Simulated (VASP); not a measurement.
# Pd (R-3m) in VASP: further runs

Pd is run at these levels: PBE; tasks: relaxation of cell and atoms, single point.

Program: VASP 6.6.1. These are calculated values, not measurements. Logs are shortened: lines on timing, memory, paths and dates and some standing lists are left out, and cuts for length are marked.

## 1. The cell of the first run

Symmetry: R-3m, No. 166, trigonal system. Conventional cell: a = 2.765 Å, b = 2.765 Å, c = 20.771 Å, α = 90.00°, β = 90.00°, γ = 120.00°. Within 3.6 Å of Pd (site symmetry -3m) lie 12 Pd at 2.76 to 2.80 Å. Pd (site symmetry 3m) has 12 Pd at 2.76 to 2.81 Å within 3.6 Å.

## 2. Relaxation of cell and atoms, PBE

File INCAR:

```
SYSTEM = Pd
  PREC = Accurate
  ENCUT = 600
  EDIFF = 1E-7
  ISMEAR = 0
  SIGMA = 0.1
  LREAL = .FALSE.
  LASPH = .TRUE.
  NELM = 60
  ALGO = Fast
  ISIF = 3
  LWAVE = .FALSE.
  LCHARG = .FALSE.
  GGA = PE
  IBRION = 2
  NSW = 90
  EDIFFG = -0.04
```

File KPOINTS:

```
Automatic mesh
0
G
  9 9 9
  0 0 0
```

File POSCAR:

```
Pd
1.0
    1.3822792962      0.7980593238      6.9236677039
   -1.3822792962      0.7980593238      6.9236677039
    0.0000000000     -1.5961186475      6.9236677039
Pd
3
Direct
    0.0000000000      0.0000000000      0.0000000000
    0.2224349633      0.2224349633      0.2224349633
    0.7775650367      0.7775650367      0.7775650367
```

Potentials or basis: VASP PAW PBE potentials, release 64 (Pd).

On the command line:

```sh
> cat potpaw_PBE.64/Pd/POTCAR > POTCAR
> mpirun -np 1 vasp_std > vasp.out
```

OUTCAR:

```text
SYSTEM = Pd
   PREC = Accurate
   ENCUT = 600
   EDIFF = 1E-7
   ISMEAR = 0
   LREAL = .FALSE.
   LASPH = .TRUE.
   NELM = 60
   ISIF = 3
   GGA = PE
   IBRION = 2
   NSW = 90
   EDIFFG = -0.04

 ion  position               nearest neighbor table
   1  0.000  0.000  0.000-   3 2.80   2 2.80   3 2.80   3 2.80   2 2.80   2 2.80
   2  0.222  0.222  0.222-   1 2.80   1 2.80   1 2.80   3 2.81   3 2.81   3 2.81
   3  0.778  0.778  0.778-   1 2.80   1 2.80   1 2.80   2 2.81   2 2.81   2 2.81

  LATTYP: Found a trigonal (rhomboedric) cell.
 ALAT       =     7.1052634864
 COS(alpha) =     0.9243060399

  Lattice vectors:

 A1 = (   1.3822792962,   0.7980593238,   6.9236677039)
 A2 = (  -1.3822792962,   0.7980593238,   6.9236677039)
 A3 = (   0.0000000000,  -1.5961186475,   6.9236677039)

Analysis of symmetry for initial positions (statically):
=====================================================================
 Subroutine PRICEL returns:
 Original cell was already a primitive cell.

 Routine SETGRP: Setting up the symmetry group for a
 trigonal (rhombohedral) supercell.

 Subroutine GETGRP returns: Found 12 space group operations
 (whereof 12 operations were pure point group operations)
 out of a pool of 12 trial point group operations.

The static configuration has the point symmetry D_3d.

Analysis of symmetry for dynamics (positions and initial velocities):
=====================================================================
 Subroutine PRICEL returns:
 Original cell was already a primitive cell.

 Routine SETGRP: Setting up the symmetry group for a
 trigonal (rhombohedral) supercell.

 Subroutine GETGRP returns: Found 12 space group operations
 (whereof 12 operations were pure point group operations)
 out of a pool of 12 trial point group operations.

The dynamic configuration has the point symmetry D_3d.

 Subroutine INISYM returns: Found 12 space group operations
 (whereof 12 operations are pure point group operations),
 and found     1 'primitive' translations

----------------------------------------------------------------------------------------

                                     Primitive cell

  volume of cell :      45.8267

  direct lattice vectors                    reciprocal lattice vectors
     1.382279296  0.798059324  6.923667704     0.361721398  0.208839947  0.048144040
    -1.382279296  0.798059324  6.923667704    -0.361721398  0.208839947  0.048144040
     0.000000000 -1.596118647  6.923667704     0.000000000 -0.417679893  0.048144040

  length of vectors
     7.105263486  7.105263486  7.105263486     0.420445409  0.420445409  0.420445409

  position of ions in fractional coordinates (direct lattice)
     0.000000000  0.000000000  0.000000000
     0.222434963  0.222434963  0.222434963
     0.777565037  0.777565037  0.777565037

  ion indices of the primitive-cell ions
   primitive index   ion index
                 1           1
                 2           2
                 3           3

----------------------------------------------------------------------------------------

 KPOINTS: Automatic mesh

Automatic generation of k-mesh.
 Grid dimensions read from file:
 generate k-points for:    9    9    9

 Generating k-lattice:

  Cartesian coordinates                     Fractional coordinates (reciprocal lattice)
     0.040191266  0.023204439  0.005349338     0.111111111 -0.000000000  0.000000000
    -0.040191266  0.023204439  0.005349338    -0.000000000  0.111111111  0.000000000
     0.000000000 -0.046408877  0.005349338     0.000000000  0.000000000  0.111111111

  Length of vectors
     0.046716157  0.046716157  0.046716157

  Shift w.r.t. Gamma in fractional coordinates (k-lattice)
     0.000000000  0.000000000  0.000000000

 Subroutine IBZKPT returns following result:
 ===========================================

 Found     85 irreducible k-points:

 Following reciprocal coordinates:
            Coordinates               Weight
  0.000000  0.000000  0.000000      1.000000
  0.111111  0.000000  0.000000      6.000000
  0.222222  0.000000  0.000000      6.000000
  0.333333  0.000000  0.000000      6.000000
  0.444444  0.000000  0.000000      6.000000
  0.111111  0.111111  0.000000      6.000000
[... 16 lines left out ...]
 -0.333333  0.333333  0.000000      6.000000
  0.444444  0.444444  0.000000      6.000000
 [... further k-points ...]
   k-points           NKPTS =     85   k-points in BZ     NKDIM =     85   number of bands    NBANDS=     19
   number of dos      NEDOS =    301   number of ions     NIONS =      3
   total plane-waves  NPLWV = 216000
   dimension x,y,z NGX =    60 NGY =   60 NGZ =   60
   dimension x,y,z NGXF=   120 NGYF=  120 NGZF=  120
   ions per type =               3
   NGX,Y,Z   is equivalent  to a cutoff of  14.04, 14.04, 14.04 a.u.
   NGXF,Y,Z  is equivalent  to a cutoff of  28.08, 28.08, 28.08 a.u.
 SYSTEM =  Pd
   PREC   = accura    normal or accurate (medium, high low for compatibility)
[... 53 lines left out ...]
 Free energy of the ion-electron system (eV)
  ---------------------------------------------------
  ext. energy  EPLUGINS =         0.00000000
  ---------------------------------------------------
  free energy    TOTEN  =       -15.61182488 eV

  energy without entropy =      -15.56591452  energy(sigma->0) =      -15.58886970

------------------------ aborting loop because EDIFF is reached ----------------------------------------

  FORCE on cell =-STRESS in cart. coord.  units (eV):
  Direction    XX          YY          ZZ          XY          YZ          ZX
  --------------------------------------------------------------------------------------
  -------------------------------------------------------------------------------------
  Total        0.3124784      0.3124784     -0.1221874      0.0000000     -0.0000000      0.0000000
  in kB       10.9247647     10.9247647     -4.2718768      0.0000000     -0.0000000      0.0000000
  external PRESSURE =       5.8592175 kB  Pullay stress =       0.0000000 kB

 VOLUME and BASIS-vectors are now :
 -----------------------------------------------------------------------------
  energy-cutoff  :      600.00
  volume of cell :       45.83
      direct lattice vectors                 reciprocal lattice vectors
     1.382279296  0.798059324  6.923667704     0.361721398  0.208839947  0.048144040
    -1.382279296  0.798059324  6.923667704    -0.361721398  0.208839947  0.048144040
     0.000000000 -1.596118647  6.923667704     0.000000000 -0.417679893  0.048144040
[... 75 lines left out ...]
 POSITION                                       TOTAL-FORCE (eV/Angst)
 -----------------------------------------------------------------------------------
      0.00000      0.00000      0.00000        -0.000000     -0.000000     -0.000000
      0.00000      0.00000      4.61304        -0.000000     -0.000000     -0.001605
      0.00000      0.00000     16.12727         0.000000      0.000000      0.001605
 -----------------------------------------------------------------------------------
    total drift:                                0.000000      0.000000     -0.000000

  FREE ENERGIE OF THE ION-ELECTRON SYSTEM (eV)
  ---------------------------------------------------
  free  energy   TOTEN  =       -15.6130863453 eV

  energy  without entropy=      -15.5666096025  energy(sigma->0) =      -15.58984797

--------------------------------------- Ionic step        4  -------------------------------------------

 number of electron      30.0000000 magnetization

 Free energy of the ion-electron system (eV)
  ---------------------------------------------------
  ext. energy  EPLUGINS =         0.00000000
  ---------------------------------------------------
  free energy    TOTEN  =       -15.61373306 eV

  energy without entropy =      -15.56731191  energy(sigma->0) =      -15.59052248

 E-fermi :   9.1476     XC(G=0): -12.9483

 val. band max:        9.1467814953   @ k =  -0.4444   0.2222   0.1111
 cond. band min:       9.1550745697   @ k =  -0.2222   0.2222   0.1111
 fundamental gap:      0.0082930744
 Fermi energy:         9.1475979644

 k-point     1 :       0.0000    0.0000    0.0000
  band No.  band energies     occupation
      1       2.3034      2.00000
      2       4.2114      2.00000
      3       4.2131      2.00000
      4       6.4120      2.00000
      5       6.4639      2.00000
      6       6.4639      2.00000
[... 11 lines left out ...]
     18       8.7750      2.00000
     19      20.0758      0.00000
[... 485 lines left out ...]
 k-point    24 :       0.4444    0.4444    0.0000
  band No.  band energies     occupation
      1       4.1655      2.00000
      2       4.2887      2.00000
      3       4.6587      2.00000
      4       4.8411      2.00000
      5       5.6929      2.00000
      6       5.9037      2.00000
[... 11 lines left out ...]
     18      14.1216      0.00000
     19      17.1274      0.00000

 [... further k-points ...]

------------------------ aborting loop because EDIFF is reached ----------------------------------------

  FORCE on cell =-STRESS in cart. coord.  units (eV):
  Direction    XX          YY          ZZ          XY          YZ          ZX
  --------------------------------------------------------------------------------------
  -------------------------------------------------------------------------------------
  Total        0.0070267      0.0070267     -0.0034073      0.0000000     -0.0000000      0.0000000
  in kB        0.2448870      0.2448870     -0.1187479      0.0000000     -0.0000000      0.0000000
  external PRESSURE =       0.1236753 kB  Pullay stress =       0.0000000 kB

 VOLUME and BASIS-vectors are now :
 -----------------------------------------------------------------------------
  energy-cutoff  :      600.00
  volume of cell :       45.97
      direct lattice vectors                 reciprocal lattice vectors
     1.389033335  0.801958770  6.878308933     0.359962563  0.207824483  0.048461524
    -1.389033335  0.801958770  6.878308933    -0.359962563  0.207824483  0.048461524
     0.000000000 -1.603917540  6.878308933     0.000000000 -0.415648966  0.048461524

 POSITION                                       TOTAL-FORCE (eV/Angst)
 -----------------------------------------------------------------------------------
      0.00000      0.00000     20.63493        -0.000000      0.000000     -0.000000
      0.00000      0.00000      4.58936         0.000000      0.000000      0.004006
      0.00000      0.00000     16.04557        -0.000000     -0.000000     -0.004006
 -----------------------------------------------------------------------------------
    total drift:                               -0.000000     -0.000000     -0.000000

  FREE ENERGIE OF THE ION-ELECTRON SYSTEM (eV)
  ---------------------------------------------------
  free  energy   TOTEN  =       -15.6137330604 eV

  energy  without entropy=      -15.5673119081  energy(sigma->0) =      -15.59052248

 reached required accuracy - stopping structural energy minimisation
```

Wall time 31 min (1 thread of Intel Xeon Platinum 8259CL at 2.50GHz (Skylake/Cascade Lake), shared host); peak memory 0.54 GiB.

What came out:

* Free energy: -15.6137 eV
* Relaxed volume: 15.32 Å³/atom
* Relaxed cell: a = 7.063 Å, b = 7.063 Å, c = 7.063 Å, α = 22.68°, β = 22.68°, γ = 22.68°
* Space group after relaxing (to 0.1 Å): R-3m (No. 166)
* Energy gained by relaxing: 0.6 meV/atom
* Ionic steps: 4
* Pressure after relaxing: 0.0 GPa
* Largest force after relaxing: 0.004 eV/Å
* Band gap on the k mesh: zero (bands 15 and 16 overlap by 1.08 eV)

Forces on the atoms (eV/Å):
```
Pd   0.000  0.000  0.000
Pd   0.000  0.000  0.004
Pd   0.000  0.000 -0.004
```

The path:
```csv
step,energy change (eV),largest force (eV/Å),pressure (GPa),volume (Å³)
1,0.0000,0.0092,0.59,45.83
2,-0.0011,0.0011,-0.79,46.20
3,-0.0013,0.0016,-0.45,46.11
4,-0.0019,0.0040,0.01,45.97
```

Final structure:
```xyz
3
Lattice="1.3890 0.8020 6.8783 -1.3890 0.8020 6.8783 0.0000 -1.6039 6.8783" Properties=species:S:1:pos:R:3 pbc="T T T"
Pd    0.0000    0.0000   20.6349
Pd    0.0000    0.0000    4.5894
Pd    0.0000    0.0000   16.0456
```

Levels at points of the mesh, in eV from the Fermi level:
```tsv
k point	band 13	band 14	band 15	band 16	band 17	band 18	band 19
(0.00, 0.00, 0.00)	-1.46	-1.46	-0.56	-0.56	-0.37	-0.37	10.93
```

## 3. Single point, PBE

This run uses another cell than the first one: it holds 12 atoms, not 3.

File INCAR:

```
PREC     = Accurate       # precision mode
ENCUT    = 520            # plane-wave cutoff, eV
EDIFF    = 1E-6           # SCF threshold, eV
ISMEAR   = 0              # smearing method
SIGMA    = 0.1            # smearing width, eV
LREAL    = F              # projectors in reciprocal space
LASPH    = T              # aspherical terms in the spheres
NELM     = 100            # most SCF steps
ALGO     = Normal         # electronic algorithm
ISIF     = 2              # what is computed and relaxed
LWAVE    = F              # write WAVECAR
LCHARG   = F              # write CHGCAR
GGA      = PE             # functional
NBANDS   = 72             # bands
```

File KPOINTS:

```
Automatic mesh
0
Gamma
  6 6 6
```

File POSCAR:

```
Pd
1.0
    3.1909092529      1.8422723161      5.4417835384
   -3.1909092529      1.8422723161      5.4417835384
    0.0000000000     -3.6845446321      5.4417835384
Pd
12
Direct
    0.0101900000      0.6536100000      0.0101900000
    0.0101900000      0.0101900000      0.6536100000
    0.6536100000      0.0101900000      0.0101900000
    0.9898100000      0.3463900000      0.9898100000
    0.3463900000      0.9898100000      0.9898100000
    0.9898100000      0.9898100000      0.3463900000
    0.2211800000      0.6306000000      0.2211800000
    0.2211800000      0.2211800000      0.6306000000
    0.6306000000      0.2211800000      0.2211800000
    0.7788200000      0.3694000000      0.7788200000
    0.3694000000      0.7788200000      0.7788200000
    0.7788200000      0.7788200000      0.3694000000
```

Potentials or basis: VASP PAW PBE potentials, release 64 (Pd).

On the command line:

```sh
> cat potpaw_PBE.64/Pd/POTCAR > POTCAR
> mpirun -np 1 vasp_std > vasp.out
```

It took 8.6 min on 1 thread of Intel Xeon Platinum 8488C (Sapphire Rapids), shared host; peak memory 0.5 GiB.

Results (log left out):

```yaml
Free_energy: -37.4860 eV
Pressure: 79.8 GPa
Largest_force: 8.491 eV/Å
Band_gap_on_the_k_mesh: zero (bands 60 and 61 overlap by 0.53 eV)
```

Forces on the atoms (eV/Å):
```
Pd   3.642 -2.103 -2.002
Pd   0.000  4.205 -2.002
Pd  -3.642 -2.103 -2.002
Pd  -3.642  2.103  2.002
Pd   3.642  2.103  2.002
Pd   0.000 -4.205  2.002
Pd   7.185 -4.149  1.807
Pd   0.000  8.297  1.807
Pd  -7.185 -4.149  1.807
Pd  -7.185  4.149 -1.807
Pd   7.185  4.149 -1.807
Pd   0.000 -8.297 -1.807
```

Stress tensor (GPa, compression positive):
```
76.21  0.00  0.00
 0.00 76.21  0.00
 0.00  0.00 87.03
```

Levels at points of the mesh, in eV from the Fermi level:
```
           k point  band 58  band 59  band 60  band 61  band 62  band 63
(0.00, 0.00, 0.00)     0.08     0.47     0.47     0.59     0.72     0.81
(0.50, 0.00, 0.00)    -0.13    -0.11     0.05     0.10     0.10     0.29
(0.50, 0.50, 0.00)    -0.41    -0.24    -0.16    -0.04     0.19     0.21
(0.50, 0.50, 0.50)    -0.10     0.05     0.05     0.24     0.26     0.35
```

Caveat: the cell stands under pressure; forces of over 1 eV/Å act on the atoms, so gaps and moduli don't describe the material at rest.

## 4. Single point, PBE

This run uses another cell than the first one: it holds 12 atoms, not 3.

File INCAR:

```
SYSTEM = Pd
ALGO = Normal ; EDIFF = 1E-7
ENCUT = 520 ; GGA = PE
ISIF = 2 ; ISMEAR = 0
LASPH = .TRUE. ; LCHARG = .FALSE.
LREAL = .FALSE. ; LWAVE = .FALSE.
NBANDS = 72 ; NELM = 100
PREC = Accurate ; SIGMA = 0.1
```

File KPOINTS:

```
k-points
0
G
  3 3 3
  0 0 0
```

File POSCAR:

```
Pd
1.0
    3.2462359175      1.8742151809      6.5415552463
   -3.2462359175      1.8742151809      6.5415552463
    0.0000000000     -3.7484303616      6.5415552463
Pd
12
Direct
    0.0939193706      0.4982029609      0.0939193706
    0.0939193706      0.0939193706      0.4982029609
    0.4982029609      0.0939193706      0.0939193706
    0.9060806294      0.5017970391      0.9060806294
    0.5017970391      0.9060806294      0.9060806294
    0.9060806294      0.9060806294      0.5017970391
    0.2347173234      0.6386459223      0.2347173234
    0.2347173234      0.2347173234      0.6386459223
    0.6386459223      0.2347173234      0.2347173234
    0.7652826766      0.3613540777      0.7652826766
    0.3613540777      0.7652826766      0.7652826766
    0.7652826766      0.7652826766      0.3613540777
```

On the command line:

```sh
> cat potpaw_PBE.64/Pd/POTCAR > POTCAR
> mpirun -np 1 vasp_std > vasp.out
```

Wall time 2.8 min (1 thread of Intel Xeon Platinum 8488C (Sapphire Rapids), shared host); peak memory 0.44 GiB.

The run converged. Its results:

* Free energy: -55.6152 eV
* Pressure: -0.2 GPa
* Largest force: 0.036 eV/Å
* Band gap on the k mesh: zero (bands 60 and 61 overlap by 0.28 eV)

Forces in eV/Å, atoms in the order of the input:
```
Pd   0.014 -0.008 -0.033
Pd   0.000  0.016 -0.033
Pd  -0.014 -0.008 -0.033
Pd  -0.014  0.008  0.033
Pd   0.014  0.008  0.033
Pd   0.000 -0.016  0.033
Pd   0.006 -0.004 -0.005
Pd   0.000  0.007 -0.005
Pd  -0.006 -0.004 -0.005
Pd  -0.006  0.004  0.005
Pd   0.006  0.004  0.005
Pd   0.000 -0.007  0.005
```

Levels at points of the mesh, in eV from the Fermi level:
```tsv
k point	band 55	band 56	band 57	band 58	band 59	band 60	band 61	band 62	band 63	band 64
(0.00, 0.00, 0.00)	-0.41	-0.40	-0.11	-0.11	-0.07	0.22	0.47	0.56	1.05	1.79
```

Caveat: the k points lie up to 0.39 Å⁻¹ apart.

## 5. Summary

| task | cell | k mesh | cutoff (eV) | gap on the mesh (eV) | pressure (GPa) | largest force (eV/Å) |
| --- | --- | --- | --- | --- | --- | --- |
| relaxation of cell and atoms | relaxed from a = 7.105 Å, angles 22.4°, 3 atoms, atomic positions A | 9 × 9 × 9 | 600 | none | 0.0 | - |
| single point | a = 6.572 Å, angles 58.1°, 12 atoms, atomic positions B | 6 × 6 × 6 | 520 | none | 79.8 | 8.49 |
| single point | a = 7.539 Å, angles 51.0°, 12 atoms, atomic positions C | 3 × 3 × 3 | 520 | none | -0.2 | 0.04 |

Alike in all rows: level PBE; potentials or basis VASP PAW PBE potentials, release 64 (Pd); no spin polarisation; smearing gaussian 0.1 eV.

Caveats: some runs use coarse meshes; the cell stands under pressure (at least some runs); forces of over 1 eV/Å act on the atoms, so gaps and moduli don't describe the material at rest (at least some runs).

Total energies depend on the potentials used, so only differences within one code and one set of settings carry meaning.
